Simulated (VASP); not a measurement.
Runs of VASP 6.6.1 on W3O. The structure is that of space group Pm-3m (No. 221), or close to it. The cells are those of the table. 

```tsv
task	cell	k mesh	cutoff (eV)	gap on the mesh (eV)	pressure (GPa)
single point	a = 3.886 Å, 4 atoms	4 × 4 × 4	520	none	(a)
single point	a = 3.787 Å, 4 atoms	6 × 6 × 6	520	none	22.8
relaxation of cell and atoms	relaxed from a = 3.787 Å, 4 atoms	4 × 4 × 4	600	none	-0.2
single point	a = 3.888 Å, 4 atoms	12 × 12 × 12	520	none	0.5
```

Alike in all rows: level PBE; potentials or basis VASP PAW PBE potentials, release 64 (W_sv, O); no spin polarisation; smearing gaussian 0.1 eV.

Estimate the missing entries.

(a) 0.7.

Caveats: some runs use coarse meshes; spin-orbit coupling is left out, which moves the levels of the heavy elements.

A k mesh can miss the band edges, and the runs leave out spin-orbit coupling on W.

A gap of «none» marks levels without a gap at the run's occupations.
